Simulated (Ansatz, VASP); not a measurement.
## One calculation of Zn2SnO3, two programs

```
Zn Sn O
1.0
     4.07294    0.00000    0.00000
    -2.03647    3.52727    0.00000
     0.00000    0.00000    9.35820
Zn Sn O
2 1 3
Direct
  0.33333 0.66667 0.00000
  0.66667 0.33333 0.00000
  0.00000 0.00000 0.50000
  0.00000 0.00000 0.00000
  0.00000 0.00000 0.30133
  0.00000 0.00000 0.69867
```

Alike in both runs: functional PBE; k mesh 6 × 6 × 2; occupations gaussian, width 0.1 eV; no spin polarisation.

Ansatz relaxed the structure, and its values are those at the end. VASP's run is a single point on that final structure, the one shown.

```csv
,VASP,Ansatz
version,VASP 6.6.1,Ansatz 0.2.0
potentials or method,"VASP PAW PBE potentials, release 64 (Zn, Sn_d, O), cutoff 520 eV","scalar-relativistic, plane waves, PAW"
valence electrons in the cell,56,56
```

VASP gave:

- gap on the k mesh at the Fermi level (eV): none
- pressure (GPa): 0.3
- rms of the force components (eV/Å): 0.035

Task: Estimate Ansatz's values.

Result: gap on the k mesh at the Fermi level (eV): none; pressure (GPa): 0.1; rms of the force components (eV/Å): 0.003.

A gap of «none» marks a metal or a gap that the smearing closes.
